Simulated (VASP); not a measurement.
Input of a VASP 6.6.1 run:

The input INCAR:

```
SYSTEM = CaOsO3
PREC     = Accurate       ! precision mode
ENCUT    = 520            ! plane-wave cutoff, eV
EDIFF    = 1E-6           ! SCF threshold, eV
ISMEAR   = -1             ! smearing method
SIGMA    = 0.05           ! smearing width, eV
LREAL    = .False.        ! projectors in reciprocal space
LASPH    = .True.         ! aspherical terms in the spheres
NELM     = 80             ! most SCF steps
ALGO     = Normal         ! electronic algorithm
ISIF     = 2              ! what is computed and relaxed
LWAVE    = .False.        ! write WAVECAR
LCHARG   = .False.        ! write CHGCAR
GGA      = CA             ! functional
NBANDS   = 26             ! bands
```

KPOINTS

```
Automatic mesh
0
Gamma
  7 7 7
  0 0 0
```

POSCAR

```
CaOsO3
1.0
    3.9521630000      0.0000000000      0.0000000000
    0.0000000000      3.9521630000      0.0000000000
    0.0000000000      0.0000000000      3.9521630000
Ca Os O
1 1 3
Direct
    0.0000000000      0.0000000000      0.0000000000
    0.5000000000      0.5000000000      0.5000000000
    0.5000000000      0.5000000000      0.0000000000
    0.5000000000      0.0000000000      0.5000000000
    0.0000000000      0.5000000000      0.5000000000
```

Potentials or basis: VASP PAW LDA potentials, release 64 (Ca_sv, Os, O).

The run is started by

```console
$ cat potpaw_LDA.64/Ca_sv/POTCAR potpaw_LDA.64/Os/POTCAR potpaw_LDA.64/O/POTCAR > POTCAR
$ mpirun -np 1 vasp_std > vasp.out
```

(1) Estimate the band gap on the k mesh.

(2) Predict the pressure.

Results:

(1) zero (band 18 reaches 6.53 eV, above the bottom of band 19 at 2.73 eV).

(2) -12.2 GPa.

Caveat: spin-orbit coupling is left out, which moves the levels of the heavy elements.
